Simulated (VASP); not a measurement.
Wanted: the native input for a VASP 6.6.1 run.

- Task: single point
- Functional: PBE
- Potentials or basis: VASP PAW PBE potentials, release 64 (Pb_d)
- Cutoff: 520 eV
- k mesh: 16 × 16 × 16
- Occupations: gaussian, width 0.15 eV
- Spin: no spin polarisation
- Dipole correction: no
- Further INCAR settings: ALGO = Normal; EDIFF = 1e-06; NBANDS = 13

The structure of Pb lies in POSCAR:

```
Pb
1.0
    0.0000000000      2.5315450000      2.3463100000
    2.5315450000      0.0000000000      2.3463100000
    2.5315450000      2.5315450000      0.0000000000
Pb
1
Direct
    0.0000000000      0.0000000000      0.0000000000
```

This cell differs from its parent crystal: strain +0.025 along x and y, -0.050 along z.

These files were run (other wordings do the same):

INCAR

```
SYSTEM = Pb
ALGO = Normal
EDIFF = 1E-6
ENCUT = 520
GGA = PE
ISIF = 2
ISMEAR = 0
LASPH = .TRUE.
LCHARG = .FALSE.
LREAL = .FALSE.
LWAVE = .FALSE.
NBANDS = 13
NELM = 80
PREC = Accurate
SIGMA = 0.15
```

KPOINTS

```
k-points
0
G
  16 16 16
  0 0 0
```

Potentials or basis: VASP PAW PBE potentials, release 64 (Pb_d).

The run is started by

```console
$ cat potpaw_PBE.64/Pb_d/POTCAR > POTCAR
$ mpirun -np 1 vasp_std > vasp.out
```

It gave:

```json
{
  "Pressure": "2.7 GPa",
  "Band gap on the k mesh": "zero (band 7 reaches 14.77 eV, above the bottom of band 8 at 5.56 eV)"
}
```

Caveat: the cell differs from its parent crystal (strain +0.025 along x and y, -0.050 along z); spin-orbit coupling is left out, which moves the levels of the heavy elements.

It took 65 s on 1 thread of Intel(R) Xeon(R) Platinum 8488C (Sapphire Rapids), with other jobs on the host, peak memory 0.25 GiB.
